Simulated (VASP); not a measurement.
# ZnS (F-43m) in VASP: notebook, part 2 of 2

VASP 6.6.1. The steps go on from the part before.

### 3 Single point, PBEsol

This run uses another cell than the first one, of 16.17 Å³/atom.

Input file INCAR:

```
ALGO = Normal
EDIFF = 1E-6
ENCUT = 500
GGA = PS
GGA_COMPAT = F
ISIF = 2
ISMEAR = -1
LASPH = T
LCHARG = T
LELF = T
LREAL = F
LVHAR = T
LWAVE = F
NBANDS = 16
NELM = 120
PREC = Accurate
SIGMA = 0.05
```

Input file KPOINTS:

```
k-points
0
Gamma
  9 9 9
```

Input file POSCAR:

```
ZnS
1.0
    0.0000000000      2.5286255764      2.5286255764
    2.5286255764      0.0000000000      2.5286255764
    2.5286255764      2.5286255764      0.0000000000
Zn S
1 1
Direct
    0.7500000000      0.7500000000      0.7500000000
    0.0000000000      0.0000000000      0.0000000000
```

Potentials or basis: VASP PAW PBE potentials, release 64 (Zn, S).

Run with:

```sh
> cat potpaw_PBE.64/Zn/POTCAR potpaw_PBE.64/S/POTCAR > POTCAR
> mpirun -np 1 vasp_std > vasp.out
```

OUTCAR:

```text
EDIFF = 1E-6
   ENCUT = 500
   GGA = PS
   ISIF = 2
   ISMEAR = -1
   LASPH = T
   LREAL = F
   NELM = 120
   PREC = Accurate

 ion  position               nearest neighbor table
   1  0.750  0.750  0.750-   2 2.19   2 2.19   2 2.19   2 2.19
   2  0.000  0.000  0.000-   1 2.19   1 2.19   1 2.19   1 2.19

  LATTYP: Found a face centered cubic cell.
 ALAT       =     5.0572511528

  Lattice vectors:

 A1 = (   0.0000000000,   2.5286255764,   2.5286255764)
 A2 = (   2.5286255764,   0.0000000000,   2.5286255764)
 A3 = (   2.5286255764,   2.5286255764,   0.0000000000)

Analysis of symmetry for initial positions (statically):
=====================================================================
 Subroutine PRICEL returns:
 Original cell was already a primitive cell.

 Routine SETGRP: Setting up the symmetry group for a
 face centered cubic supercell.

 Subroutine GETGRP returns: Found 24 space group operations
 (whereof 24 operations were pure point group operations)
 out of a pool of 48 trial point group operations.

The static configuration has the point symmetry T_d .

Analysis of symmetry for dynamics (positions and initial velocities):
=====================================================================
 Subroutine PRICEL returns:
 Original cell was already a primitive cell.

 Routine SETGRP: Setting up the symmetry group for a
 face centered cubic supercell.

 Subroutine GETGRP returns: Found 24 space group operations
 (whereof 24 operations were pure point group operations)
 out of a pool of 48 trial point group operations.

The dynamic configuration has the point symmetry T_d .

 Subroutine INISYM returns: Found 24 space group operations
 (whereof 24 operations are pure point group operations),
 and found     1 'primitive' translations

----------------------------------------------------------------------------------------

                                     Primitive cell

  volume of cell :      32.3358

  direct lattice vectors                    reciprocal lattice vectors
     0.000000000  2.528625576  2.528625576    -0.197735879  0.197735879  0.197735879
     2.528625576  0.000000000  2.528625576     0.197735879 -0.197735879  0.197735879
     2.528625576  2.528625576  0.000000000     0.197735879  0.197735879 -0.197735879

  length of vectors
     3.576016584  3.576016584  3.576016584     0.342488588  0.342488588  0.342488588

  position of ions in fractional coordinates (direct lattice)
     0.750000000  0.750000000  0.750000000
     0.000000000  0.000000000  0.000000000

  ion indices of the primitive-cell ions
   primitive index   ion index
                 1           1
                 2           2

----------------------------------------------------------------------------------------

 KPOINTS: k-points

Automatic generation of k-mesh.
 Grid dimensions read from file:
 generate k-points for:    9    9    9

 Generating k-lattice:

  Cartesian coordinates                     Fractional coordinates (reciprocal lattice)
    -0.021970653  0.021970653  0.021970653     0.111111111  0.000000000  0.000000000
     0.021970653 -0.021970653  0.021970653     0.000000000  0.111111111  0.000000000
     0.021970653  0.021970653 -0.021970653     0.000000000  0.000000000  0.111111111

  Length of vectors
     0.038054288  0.038054288  0.038054288

  Shift w.r.t. Gamma in fractional coordinates (k-lattice)
     0.000000000  0.000000000  0.000000000

 Subroutine IBZKPT returns following result:
 ===========================================

 Found     35 irreducible k-points:

 Following reciprocal coordinates:
            Coordinates               Weight
  0.000000  0.000000  0.000000      1.000000
  0.111111  0.000000  0.000000      8.000000
  0.222222  0.000000  0.000000      8.000000
  0.333333  0.000000  0.000000      8.000000
  0.444444  0.000000  0.000000      8.000000
  0.111111  0.111111  0.000000      6.000000
[... 16 lines left out ...]
 -0.333333  0.333333  0.000000     12.000000
  0.444444  0.444444  0.000000      6.000000
 [... further k-points ...]
   k-points           NKPTS =     35   k-points in BZ     NKDIM =     35   number of bands    NBANDS=     16
   number of dos      NEDOS =    301   number of ions     NIONS =      2
   total plane-waves  NPLWV =  21952
   dimension x,y,z NGX =    28 NGY =   28 NGZ =   28
   dimension x,y,z NGXF=    56 NGYF=   56 NGZF=   56
   ions per type =               1   1
   NGX,Y,Z   is equivalent  to a cutoff of  13.02, 13.02, 13.02 a.u.
   NGXF,Y,Z  is equivalent  to a cutoff of  26.03, 26.03, 26.03 a.u.
 SYSTEM =  unknown system
   PREC   = accura    normal or accurate (medium, high low for compatibility)
   ISTART =      0    job   : 0-new  1-cont  2-samecut
   ICHARG =      2    charge: 1-file 2-atom 10-const
   ISPIN  =      1    spin polarized calculation?
   LNONCOLLINEAR =      F non collinear calculations
   LSORBIT =      F    spin-orbit coupling
   LASPH  =      T    aspherical Exc in radial PAW
   ENCUT  =  500.0 eV  36.75 Ry    6.06 a.u.   6.52  6.52  6.52*2*pi/ulx,y,z
   NELM   =    120;   NELMIN=  2; NELMDL= -5     # of ELM steps
   EDIFF  = 0.1E-05   stopping-criterion for ELM
   LREAL  =      F    real-space projection
[... 7 lines left out ...]
   TEBEG  =    0.0;   TEEND  =   0.0 temperature during run
   PSTRESS=    0.0 pullay stress
   NELECT =      18.0000    total number of electrons
   NUPDOWN=      -1.0000    fix difference up-down
   EMIN   =  10.00;   EMAX   =-10.00  energy-range for DOS
   EFERMI =   0.00;   METHOD = LEGACY
   ISMEAR =    -1;   SIGMA  =   0.05  broadening in eV -4-tet -1-fermi 0-gaus
   EFERMI_NEDOS =   21; number of points for ismear=-14 and -15
   IALGO  =     38    algorithm
   IMIX   =      4    mixing-type and parameters
     AMIX     =   0.40;   BMIX     =  1.00
     AMIX_MAG =   1.60;   BMIX_MAG =  1.00
  volume/ion in A,a.u.               =      16.17       109.11
  Fermi-wavevector in a.u.,A,eV,Ry     =   1.346701  2.544896 24.675570  1.813603
  Thomas-Fermi vector in A             =   2.474511
   LORBIT       =      0    0 simple, 1 ext, 2 COOP (PROOUT), +10 PAW based schemes
   GGA     = PS    functional components
   LHFCALC =     F    Hartree Fock is set to
   AEXX    =    0.0000 exact exchange contribution
   IVDW    =     0    specifies the selected vdW correction
   LEPSILON=     F    determine dielectric tensor
   LRPA    =     F    only Hartree local field effects (RPA)
 non-spin polarized calculation
  energy-cutoff  :      500.00
  volume of cell :       32.34
 maximum number of plane-waves:       869
 NGX is ok and might be reduce to    28
   NGX = 13   NGY = 13   NGZ = 13

 number of electron      18.0000014 magnetization

 Free energy of the ion-electron system (eV)
  ---------------------------------------------------
  ext. energy  EPLUGINS =         0.00000000
  ---------------------------------------------------
  free energy    TOTEN  =        -7.25293457 eV

  energy without entropy =       -7.25293457  energy(sigma->0) =       -7.25293457

 E-fermi :   5.0883     XC(G=0): -10.8140

 val. band max:        4.1092125874   @ k =   0.0000   0.0000   0.0000
 cond. band min:       6.8961677731   @ k =   0.4444   0.4444   0.0000
 fundamental gap:      2.7869551857
 Fermi energy:         5.0883096888

 k-point     1 :       0.0000    0.0000    0.0000
  band No.  band energies     occupation
      1     -10.6606      2.00000
      2      -3.3067      2.00000
      3      -3.3067      2.00000
      4      -3.3067      2.00000
      5      -2.5461      2.00000
      6      -2.5461      2.00000
[... 8 lines left out ...]
     15      16.0431      0.00000
     16      16.8626      0.00000

 k-point     2 :       0.1111    0.0000    0.0000
  band No.  band energies     occupation
      1     -10.5309      2.00000
      2      -3.3241      2.00000
      3      -3.2818      2.00000
      4      -3.2818      2.00000
      5      -2.5492      2.00000
      6      -2.5492      2.00000
[... 8 lines left out ...]
     15      15.4166      0.00000
     16      17.4551      0.00000
[... 387 lines left out ...]
      5      -2.5251      2.00000
      6      -2.2931      2.00000
[... 8 lines left out ...]
     15      16.0145      0.00000
     16      21.8095      0.00000

 k-point    24 :       0.4444    0.4444    0.0000
  band No.  band energies     occupation
      1      -8.9009      2.00000
      2      -3.5819      2.00000
      3      -2.8095      2.00000
      4      -2.8095      2.00000
      5      -2.4228      2.00000
      6      -2.3665      2.00000
[... 8 lines left out ...]
     15      17.9818      0.00000
     16      20.0574      0.00000

 [... further k-points ...]

------------------------ aborting loop because EDIFF is reached ----------------------------------------

  FORCE on cell =-STRESS in cart. coord.  units (eV):
  Direction    XX          YY          ZZ          XY          YZ          ZX
  --------------------------------------------------------------------------------------
  -------------------------------------------------------------------------------------
  Total        4.0921596      4.0921596      4.0921596     -0.0000000      0.0000000      0.0000000
  in kB      202.7587355    202.7587355    202.7587355     -0.0000000      0.0000000      0.0000000
  external PRESSURE =     202.7587355 kB  Pullay stress =       0.0000000 kB

 VOLUME and BASIS-vectors are now :
 -----------------------------------------------------------------------------
  energy-cutoff  :      500.00
  volume of cell :       32.34
      direct lattice vectors                 reciprocal lattice vectors
     0.000000000  2.528625576  2.528625576    -0.197735879  0.197735879  0.197735879
     2.528625576  0.000000000  2.528625576     0.197735879 -0.197735879  0.197735879
     2.528625576  2.528625576  0.000000000     0.197735879  0.197735879 -0.197735879

 POSITION                                       TOTAL-FORCE (eV/Angst)
 -----------------------------------------------------------------------------------
      3.79294      3.79294      3.79294        -0.000000      0.000000     -0.000000
      0.00000      0.00000      0.00000         0.000000     -0.000000      0.000000
 -----------------------------------------------------------------------------------
    total drift:                                0.000001      0.000001      0.000002

  FREE ENERGIE OF THE ION-ELECTRON SYSTEM (eV)
  ---------------------------------------------------
  free  energy   TOTEN  =        -7.2529345669 eV

  energy  without entropy=       -7.2529345669  energy(sigma->0) =       -7.25293457
```

OSZICAR:

```text
N       E                     dE             d eps       ncg     rms          rms(c)
DAV:   1     0.808816276053E+02    0.80882E+02   -0.85748E+03  1120   0.139E+03
DAV:   2    -0.278803201577E+01   -0.83670E+02   -0.78472E+02  1248   0.259E+02
DAV:   3    -0.767706740781E+01   -0.48890E+01   -0.48679E+01  1344   0.598E+01
DAV:   4    -0.772269615366E+01   -0.45629E-01   -0.45618E-01  1360   0.594E+00
DAV:   5    -0.772311971612E+01   -0.42356E-03   -0.42355E-03  1432   0.564E-01    0.998E+00
DAV:   6    -0.728840363272E+01    0.43472E+00   -0.88984E-01  1528   0.377E+01    0.754E+00
DAV:   7    -0.725783174102E+01    0.30572E-01   -0.33699E-01  1360   0.676E+00    0.351E+00
DAV:   8    -0.725340866142E+01    0.44231E-02   -0.97521E-03  1624   0.187E+00    0.766E-01
DAV:   9    -0.725289526231E+01    0.51340E-03   -0.16887E-03  1384   0.344E-01    0.885E-02
DAV:  10    -0.725291035489E+01   -0.15093E-04   -0.16423E-04  1440   0.132E-01    0.804E-02
DAV:  11    -0.725293551746E+01   -0.25163E-04   -0.23709E-05  1336   0.736E-02    0.469E-02
DAV:  12    -0.725293456690E+01    0.95056E-06   -0.39875E-06  1552   0.405E-02
   1 F= -.72529346E+01 E0= -.72529346E+01  d E =-.334367E-10
```

Wall time 40 s (1 thread of AMD EPYC 7R13, shared host); peak memory 0.13 GiB.

Results:

- Free energy: -7.2529 eV
- Pressure: 20.3 GPa
- Band gap on the k mesh: 2.79 eV (least direct gap 2.88 eV)

Levels at points of the mesh, in eV from the valence-band top:
| k point | band 6 | band 7 | band 8 | band 9 | band 10 | band 11 | band 12 | band 13 |
| --- | --- | --- | --- | --- | --- | --- | --- | --- |
| (0.00, 0.00, 0.00) | -6.66 | 0.00 | 0.00 | 0.00 | 2.88 | 6.07 | 6.07 | 6.07 |

Caveat: the cell stands under pressure; the PAW data sets were made with another functional, which shifts forces and pressure a little; an odd mesh through Γ misses points on the zone boundary, where band edges can lie.

### 4 Single point, PBEsol

This run uses another cell than the first one, of 17.37 Å³/atom.

Input file INCAR:

```
PREC = Accurate
ENCUT = 500
EDIFF = 1E-6
ISMEAR = -1
SIGMA = 0.05
LREAL = False
LASPH = True
NELM = 120
ALGO = Normal
ISIF = 2
LWAVE = False
LCHARG = True
GGA = PS
LELF = True
LVHAR = True
NBANDS = 16
GGA_COMPAT = False
```

Input file KPOINTS:

```
Automatic mesh
0
Gamma
  9 9 9
```

Input file POSCAR:

```
ZnS
1.0
    0.0000000000      2.5895636458      2.5895636458
    2.5895636458      0.0000000000      2.5895636458
    2.5895636458      2.5895636458      0.0000000000
Zn S
1 1
Direct
    0.7500000000      0.7500000000      0.7500000000
    0.0000000000      0.0000000000      0.0000000000
```

Run with:

```sh
> cat potpaw_PBE.64/Zn/POTCAR potpaw_PBE.64/S/POTCAR > POTCAR
> mpirun -np 1 vasp_std > vasp.out
```

Run time: 39 s. Hardware: 1 thread of AMD EPYC 7R13, shared host; peak memory 0.13 GiB.

It converged, with:

| Property | Result |
| --- | --- |
| Free energy | -7.4775 eV |
| Pressure | 10.2 GPa |
| Band gap on the k mesh | 2.55 eV |

Levels at points of the mesh, in eV from the valence-band top:
| k point | band 7 | band 8 | band 9 | band 10 | band 11 | band 12 |
| --- | --- | --- | --- | --- | --- | --- |
| (0.00, 0.00, 0.00) | 0.00 | 0.00 | 0.00 | 2.55 | 6.18 | 6.18 |

Caveat: the cell stands under pressure; the PAW data sets were made with another functional, which shifts forces and pressure a little; an odd mesh through Γ misses points on the zone boundary, where band edges can lie.

### 5 Overview

```tsv
cell	gap on the mesh (eV)	pressure (GPa)
a = 3.510 Å, angles 60.0°, 2 atoms	2.62	30.4
a = 3.576 Å, angles 60.0°, 2 atoms	2.79	20.3
a = 3.662 Å, angles 60.0°, 2 atoms	2.55	10.2
```

Alike in all rows: task single point; level PBEsol; potentials or basis VASP PAW PBE potentials, release 64 (Zn, S); no spin polarisation; k mesh 9 × 9 × 9; cutoff (eV) 500; smearing fermi-dirac 0.05 eV.

Caveats: the cell stands under pressure; the PAW data sets were made with another functional, which shifts forces and pressure a little; an odd mesh through Γ misses points on the zone boundary, where band edges can lie.

Absolute energies hang on the potentials; compare differences alone.
